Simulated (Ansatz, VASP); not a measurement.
# Re in VASP and in Ansatz

```xyz
2
Lattice="2.7653 0.0000 0.0000 -1.3827 2.3949 0.0000 0.0000 0.0000 4.4736" Properties=species:S:1:pos:R:3 pbc="T T T"
Re    0.0000    1.5966    1.1184
Re    1.3827    0.7983    3.3552
```

Alike in both runs: task single point; functional LDA; k mesh 21 × 21 × 12; occupations gaussian, width 0.15 eV; no spin polarisation.

|  | VASP | Ansatz |
| --- | --- | --- |
| version | VASP 6.6.1 | Ansatz 0.2.0 |
| potentials or method | VASP PAW LDA potentials, release 64 (Re), cutoff 520 eV | scalar-relativistic, plane waves, PAW |
| valence electrons in the cell | 14 | 30 |

VASP gave:

- gap on the k mesh at the Fermi level (eV): none
- pressure (GPa): -11.3
- traceless stress, the component that is largest in VASP (GPa): -1.14

Problem. Which values does Ansatz return?

Solution. gap on the k mesh at the Fermi level (eV): none; pressure (GPa): -12.5; traceless stress, the component that is largest in VASP (GPa): -1.03.

LDA's correlation is that of Perdew and Zunger in VASP and of Perdew and Wang (1992) in Ansatz. A gap of «none» marks a metal or a gap that the smearing closes. VASP's potentials hold 14 valence electrons a cell and Ansatz's 30, so a difference there can come from the potentials and not from the codes.

Neither program's run includes spin-orbit coupling.
